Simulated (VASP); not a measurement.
A run of VASP 6.6.1 is set up as follows.

File INCAR:

```
SYSTEM = Si16B
  ALGO = Normal
  EDIFF = 1E-6
  ENCUT = 520
  GGA = PE
  ISIF = 2
  ISMEAR = -1
  ISPIN = 2
  IVDW = 12
  LASPH = .True.
  LCHARG = .False.
  LORBIT = 11
  LREAL = Auto
  LWAVE = .False.
  MAGMOM = 0 0 0 0 0 0 0 0 0 0 0 0 0 0 0 0 1
  NBANDS = 52
  NELM = 150
  PREC = Accurate
  SIGMA = 0.05
```

File KPOINTS:

```
k-points
0
Gamma
  2 2 2
  0 0 0
```

Contents of POSCAR:

```
Si16B
1.0
    0.0000000000      5.4300000000      5.4300000000
    5.4300000000      0.0000000000      5.4300000000
    5.4300000000      5.4300000000      0.0000000000
Si B
16 1
Direct
   -0.0072973253      0.0056211306     -0.0002072875
    0.1335832688      0.1234994488      0.1191253392
   -0.0073103967      0.0025855053      0.5019518632
    0.1303895715      0.1256250476      0.6237578767
   -0.0079204319      0.5019688527      0.0003328958
    0.1328317728      0.6225168634      0.1221053299
   -0.0051981300      0.5001795323      0.5043848933
    0.1307944210      0.6198083331      0.6236196615
    0.5038701331     -0.0015812057     -0.0002247112
    0.6219922802      0.1254181151      0.1275015976
    0.5015567277     -0.0012301963      0.5006503190
    0.6187567978      0.1269144583      0.6275224880
    0.5068564765      0.4975210214     -0.0017077484
    0.6214982011      0.6256177126      0.1276683999
    0.5018087736      0.4991222817      0.5007165101
    0.6234576734      0.6253771657      0.6261481671
    0.0575428864      0.3106083335      0.8240165057
```

Potentials or basis: VASP PAW PBE potentials, release 64 (Si, B).

Run with:

```console
$ cat potpaw_PBE.64/Si/POTCAR potpaw_PBE.64/B/POTCAR > POTCAR
$ mpirun -np 1 vasp_std > vasp.out
```

(1) Estimate the largest force.

(2) Predict the pressure.

(3) Predict the dispersion energy per atom.

(4) Predict the net moment.

Results:

(1) 0.107 eV/Å.

(2) -0.2 GPa.

(3) -0.313 eV.

(4) 0.00 μB per cell.

Caveat: the k points lie up to 0.50 Å⁻¹ apart.
